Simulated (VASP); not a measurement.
# CdTe (F-43m) in VASP: further runs, part 2 of 2

VASP 6.6.1. The steps go on from the part before.

## Step 6: Single point, PBE, non-collinear spin, zero start, spin-orbit coupling

This run uses another cell than the first one, of 35.28 Å³/atom, 1.072 times its volume.

Input file INCAR:

```
PREC     = Accurate       # precision mode
ENCUT    = 520            # plane-wave cutoff, eV
EDIFF    = 1E-6           # SCF threshold, eV
ISMEAR   = -1             # smearing method
SIGMA    = 0.02           # smearing width, eV
LREAL    = False          # projectors in reciprocal space
LASPH    = True           # aspherical terms in the spheres
NELM     = 150            # most SCF steps
ALGO     = Normal         # electronic algorithm
ISIF     = 2              # what is computed and relaxed
LWAVE    = False          # write WAVECAR
LCHARG   = False          # write CHGCAR
MAGMOM   = 0 0 0 0 0 0    # initial moments
LORBIT   = 11             # projections on sites
LSORBIT  = True           # spin-orbit coupling
GGA_COMPAT= False        
LORBMOM  = True         
GGA      = PE             # functional
NBANDS   = 30             # bands
```

Input file KPOINTS:

```
regular mesh
0
Gamma
  6 6 6
```

Input file POSCAR:

```
CdTe
1.0
    0.0000000000      3.2799012461      3.2799012461
    3.2799012461      0.0000000000      3.2799012461
    3.2799012461      3.2799012461      0.0000000000
Cd Te
1 1
Direct
    0.0000000000      0.0000000000      0.0000000000
    0.2500000000      0.2500000000      0.2500000000
```

Potentials or basis: VASP PAW PBE potentials, release 64 (Cd, Te).

Started as:

```bash
$ cat potpaw_PBE.64/Cd/POTCAR potpaw_PBE.64/Te/POTCAR > POTCAR
$ mpirun -np 1 vasp_ncl > vasp.out
```

OUTCAR:

```text
PREC = Accurate
   ENCUT = 520
   EDIFF = 1E-6
   ISMEAR = -1
   LREAL = False
   LASPH = True
   NELM = 150
   ISIF = 2
   LORBIT = 11
   LSORBIT = True
   GGA = PE

 ion  position               nearest neighbor table
   1  0.000  0.000  0.000-   2 2.84   2 2.84   2 2.84   2 2.84
   2  0.250  0.250  0.250-   1 2.84   1 2.84   1 2.84   1 2.84

  LATTYP: Found a face centered cubic cell.
 ALAT       =     6.5598024922

  Lattice vectors:

 A1 = (   0.0000000000,   3.2799012461,   3.2799012461)
 A2 = (   3.2799012461,   0.0000000000,   3.2799012461)
 A3 = (   3.2799012461,   3.2799012461,   0.0000000000)

Analysis of symmetry for initial positions (statically):
=====================================================================
 Subroutine PRICEL returns:
 Original cell was already a primitive cell.

 Routine SETGRP: Setting up the symmetry group for a
 face centered cubic supercell.

 Subroutine GETGRP returns: Found 24 space group operations
 (whereof 24 operations were pure point group operations)
 out of a pool of 48 trial point group operations.

The static configuration has the point symmetry T_d .

Analysis of symmetry for dynamics (positions and initial velocities):
=====================================================================
 Subroutine PRICEL returns:
 Original cell was already a primitive cell.

 Routine SETGRP: Setting up the symmetry group for a
 face centered cubic supercell.

 Subroutine GETGRP returns: Found 24 space group operations
 (whereof 24 operations were pure point group operations)
 out of a pool of 48 trial point group operations.

The dynamic configuration has the point symmetry T_d .

Analysis of structural, dynamic, and magnetic symmetry:
=====================================================================
 Subroutine PRICEL returns:
 Original cell was already a primitive cell.

 Routine SETGRP: Setting up the symmetry group for a
 face centered cubic supercell.

 Subroutine GETGRP returns: Found 24 space group operations
 (whereof 24 operations were pure point group operations)
 out of a pool of 48 trial point group operations.

The overall configuration has the point symmetry T_d .

 Subroutine INISYM returns: Found 24 space group operations
 (whereof 24 operations are pure point group operations),
 and found     1 'primitive' translations

----------------------------------------------------------------------------------------

                                     Primitive cell

  volume of cell :      70.5687

  direct lattice vectors                    reciprocal lattice vectors
     0.000000000  3.279901246  3.279901246    -0.152443614  0.152443614  0.152443614
     3.279901246  0.000000000  3.279901246     0.152443614 -0.152443614  0.152443614
     3.279901246  3.279901246  0.000000000     0.152443614  0.152443614 -0.152443614

  length of vectors
[... 863 lines left out ...]
------------------------ aborting loop because EDIFF is reached ----------------------------------------

  FORCE on cell =-STRESS in cart. coord.  units (eV):
  Direction    XX          YY          ZZ          XY          YZ          ZX
  --------------------------------------------------------------------------------------
  -------------------------------------------------------------------------------------
  Total        0.5153055      0.5153055      0.5153055     -0.0000000      0.0000000      0.0000000
  in kB       11.6993848     11.6993848     11.6993848     -0.0000000      0.0000000      0.0000000
  external PRESSURE =      11.6993848 kB  Pullay stress =       0.0000000 kB

 VOLUME and BASIS-vectors are now :
 -----------------------------------------------------------------------------
  energy-cutoff  :      520.00
  volume of cell :       70.57
      direct lattice vectors                 reciprocal lattice vectors
     0.000000000  3.279901246  3.279901246    -0.152443614  0.152443614  0.152443614
     3.279901246  0.000000000  3.279901246     0.152443614 -0.152443614  0.152443614
     3.279901246  3.279901246  0.000000000     0.152443614  0.152443614 -0.152443614

 POSITION                                       TOTAL-FORCE (eV/Angst)
 -----------------------------------------------------------------------------------
      0.00000      0.00000      0.00000        -0.000000     -0.000000      0.000000
      1.63995      1.63995      1.63995         0.000000      0.000000     -0.000000
 -----------------------------------------------------------------------------------
    total drift:                                0.000000      0.000000      0.000000

  FREE ENERGIE OF THE ION-ELECTRON SYSTEM (eV)
  ---------------------------------------------------
  free  energy   TOTEN  =        -4.9264591086 eV

  energy  without entropy=       -4.9264588014  energy(sigma->0) =       -4.92645896

 orbital moment (x)

 # of ion     p       d       tot
 ----------------------------------------
  1        -0.000   0.000   0.000
  2        -0.000  -0.000  -0.000
 ----------------------------------------
           -0.000   0.000   0.000

 orbital moment (y)

 # of ion     p       d       tot
 ----------------------------------------
  1        -0.000  -0.000  -0.000
  2        -0.000  -0.000  -0.000
 ----------------------------------------
           -0.000  -0.000  -0.000

 orbital moment (z)

 # of ion     p       d       tot
 ----------------------------------------
  1         0.000  -0.000  -0.000
  2         0.000  -0.000  -0.000
 ----------------------------------------
            0.000  -0.000  -0.000

 Spin-Orbit-Coupling matrix elements

 Ion:    1  E_soc:     -0.0599246
 l=   1
     0.0000000    -0.0030348    -0.0030348
    -0.0030348     0.0000000    -0.0030348
    -0.0030348    -0.0030348     0.0000000
 l=   2
     0.0000000    -0.0013951     0.0000000    -0.0013951    -0.0055575
    -0.0013951     0.0000000    -0.0041682    -0.0013951    -0.0013894
     0.0000000    -0.0041682     0.0000000    -0.0041682     0.0000000
    -0.0013951    -0.0013951    -0.0041682     0.0000000    -0.0013894
    -0.0055575    -0.0013894     0.0000000    -0.0013894     0.0000000
 l=   3
     0.0000000     0.0000000     0.0000000     0.0000000     0.0000000     0.0000000     0.0000000
     0.0000000     0.0000000     0.0000000     0.0000000     0.0000000     0.0000000     0.0000000
     0.0000000     0.0000000     0.0000000     0.0000000     0.0000000     0.0000000     0.0000000
     0.0000000     0.0000000     0.0000000     0.0000000     0.0000000     0.0000000     0.0000000
     0.0000000     0.0000000     0.0000000     0.0000000     0.0000000     0.0000000     0.0000000
     0.0000000     0.0000000     0.0000000     0.0000000     0.0000000     0.0000000     0.0000000
     0.0000000     0.0000000     0.0000000     0.0000000     0.0000000     0.0000000     0.0000000

 Ion:    2  E_soc:     -0.1961841
 l=   1
     0.0000000    -0.0326286    -0.0326286
    -0.0326286     0.0000000    -0.0326286
    -0.0326286    -0.0326286     0.0000000
 l=   2
     0.0000000    -0.0000287     0.0000000    -0.0000287    -0.0000401
    -0.0000287     0.0000000    -0.0000301    -0.0000287    -0.0000100
     0.0000000    -0.0000301     0.0000000    -0.0000301     0.0000000
    -0.0000287    -0.0000287    -0.0000301     0.0000000    -0.0000100
    -0.0000401    -0.0000100     0.0000000    -0.0000100     0.0000000
 l=   3
     0.0000000     0.0000000     0.0000000     0.0000000     0.0000000     0.0000000     0.0000000
     0.0000000     0.0000000     0.0000000     0.0000000     0.0000000     0.0000000     0.0000000
     0.0000000     0.0000000     0.0000000     0.0000000     0.0000000     0.0000000     0.0000000
     0.0000000     0.0000000     0.0000000     0.0000000     0.0000000     0.0000000     0.0000000
     0.0000000     0.0000000     0.0000000     0.0000000     0.0000000     0.0000000     0.0000000
     0.0000000     0.0000000     0.0000000     0.0000000     0.0000000     0.0000000     0.0000000
     0.0000000     0.0000000     0.0000000     0.0000000     0.0000000     0.0000000     0.0000000

 total charge

# of ion       s       p       d       tot
------------------------------------------
    1        0.466   0.298   9.532  10.296
    2        1.352   2.046   0.019   3.416
--------------------------------------------------
tot          1.817   2.344   9.551  13.712

 magnetization (x)

# of ion       s       p       d       tot
------------------------------------------
    1        0.000   0.000   0.000   0.000
    2        0.000   0.000  -0.000   0.000
--------------------------------------------------
tot          0.000   0.000  -0.000   0.000

 magnetization (y)

# of ion       s       p       d       tot
------------------------------------------
    1       -0.000   0.000   0.000  -0.000
    2        0.000   0.000  -0.000   0.000
--------------------------------------------------
tot         -0.000   0.000  -0.000  -0.000

 magnetization (z)

# of ion       s       p       d       tot
------------------------------------------
    1        0.000  -0.000   0.000   0.000
    2        0.000  -0.000  -0.000  -0.000
--------------------------------------------------
tot          0.000  -0.000  -0.000   0.000
```

It took 48 s on 1 thread of Intel Xeon 6975P-C (Granite Rapids), shared host; peak memory 0.4 GiB.

Results:

```yaml
Free_energy: -4.9265 eV
Pressure: 1.2 GPa
Net_moment: 0.00 μB per cell
Valence_electrons_inside_the_program's_atomic_spheres: Cd 10.30; Te 3.42
```

Moments on the atoms (μB; x, y, z):
```
Cd  0.00 0.00 0.00
Te  0.00 0.00 0.00
```

## Step 7: Overview

| task | level | potentials or basis | spin | cell | cutoff (eV) | gap on the mesh (eV) | pressure (GPa) | relaxed volume (Å³/atom) |
| --- | --- | --- | --- | --- | --- | --- | --- | --- |
| relaxation of cell and atoms | PBE | VASP PAW PBE potentials, release 64 (Cd, Te) | off | relaxed from a = 4.533 Å, angles 60.0°, 2 atoms | 600 | 0.57 | 0.0 | 36.32 |
| relaxation of cell and atoms | PBEsol | VASP PAW PBE potentials, release 64 (Cd, Te) | off | relaxed from a = 4.680 Å, angles 60.0°, 2 atoms | 600 | 0.64 | 0.0 | 34.27 |
| relaxation of cell and atoms | LDA | VASP PAW LDA potentials, release 64 (Cd, Te) | off | relaxed from a = 4.680 Å, angles 60.0°, 2 atoms | 600 | 0.64 | 0.0 | 33.08 |
| relaxation of cell and atoms | r2SCAN | VASP PAW PBE potentials, release 64 (Cd, Te) | off | relaxed from a = 4.680 Å, angles 60.0°, 2 atoms | 600 | 1.15 | 0.0 | 35.31 |
| single point | PBE | VASP PAW PBE potentials, release 64 (Cd, Te) | non-collinear, zero start, SOC | a = 4.638 Å, angles 60.0°, 2 atoms | 520 | - | 1.2 | - |

Alike in all rows: k mesh 6 × 6 × 6; smearing fermi-dirac 0.02 eV.

Caveats: spin-orbit coupling is left out, which moves the levels of the heavy elements (some runs); the PAW data sets were made with another functional, which shifts forces and pressure a little (some runs); the volume moved by +10 % from the deposited cell, more than functionals usually miss (some runs).

Total energies depend on the potentials used, so only differences within one code and one set of settings carry meaning.
